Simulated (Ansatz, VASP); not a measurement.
**Two plane-wave programs on LiCl**

```
Li Cl
1.0
     0.00000    2.53215    2.53215
     2.53215    0.00000    2.53215
     2.53215    2.53215    0.00000
Li Cl
1 1
Cartesian
  0.0000 0.0000 0.0000
  2.5322 2.5322 2.5322
```

Alike in both runs: task single point; functional PBEsol; k mesh 10 × 10 × 10; occupations gaussian, width 0.05 eV; no spin polarisation.

|  | VASP | Ansatz |
| --- | --- | --- |
| version | VASP 6.6.1 | Ansatz 0.2.0 |
| potentials or method | VASP PAW PBE potentials, release 64 (Li_sv, Cl), cutoff 520 eV | scalar-relativistic, plane waves, PAW |
| valence electrons in the cell | 10 | 10 |

|  | VASP | Ansatz | Ansatz less VASP |
| --- | --- | --- | --- |
| gap on the k mesh at the Fermi level (eV) | 6.36 | 6.35 | -0.010 |
| least direct gap on the mesh (eV) | 6.36 | 6.35 | -0.010 |

VASP's potentials were made for PBE, not for PBEsol. With one functional, cell and mesh, what is left measures potentials, basis and numerics.

Noted on VASP's run: the cutoff is short for stress, so the pressure is rough.
